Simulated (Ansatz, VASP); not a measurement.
# Si2Se in VASP and in Ansatz

```xyz
6
Lattice="5.8679 0.0000 -0.0871 0.0000 3.8092 0.0000 -1.5125 0.0000 6.7103" Properties=species:S:1:pos:R:3 pbc="T T T"
Si    3.5082    0.0000    2.3315
Si    4.8995    1.9046    2.6596
Si    3.1202    0.0000    4.5881
Si   -0.1719    1.9046    4.9118
Se    2.0684    1.9046    5.8043
Se   -0.8926    0.0000    6.2703
```

Change from the starting cell: the structure that the rattled cell fell into.

Alike in both runs: functional PBE; k mesh 6 × 10 × 6; occupations gaussian, width 0.01 eV; no spin polarisation.

Ansatz relaxed the structure, and its values are those at the end. VASP's run is a single point on that final structure, the one shown.

```csv
,VASP,Ansatz
version,VASP 6.6.1,Ansatz 0.2.0
potentials or method,"VASP PAW PBE potentials, release 64 (Si, Se), cutoff 520 eV","scalar-relativistic, plane waves, PAW"
valence electrons in the cell,28,48
```

Ansatz gave:

```
gap on the k mesh at the Fermi level (eV) : 0.21
least direct gap on the mesh (eV)         : 0.73
pressure (GPa)                            : 0.0
rms of the force components (eV/Å)        : 0.002
```

Question: Estimate VASP's values.

Answer: gap on the k mesh at the Fermi level (eV): 0.21; least direct gap on the mesh (eV): 0.73; pressure (GPa): 0.0; rms of the force components (eV/Å): 0.007.

VASP's potentials hold 28 valence electrons a cell and Ansatz's 48, so a difference there can come from the potentials and not from the codes.
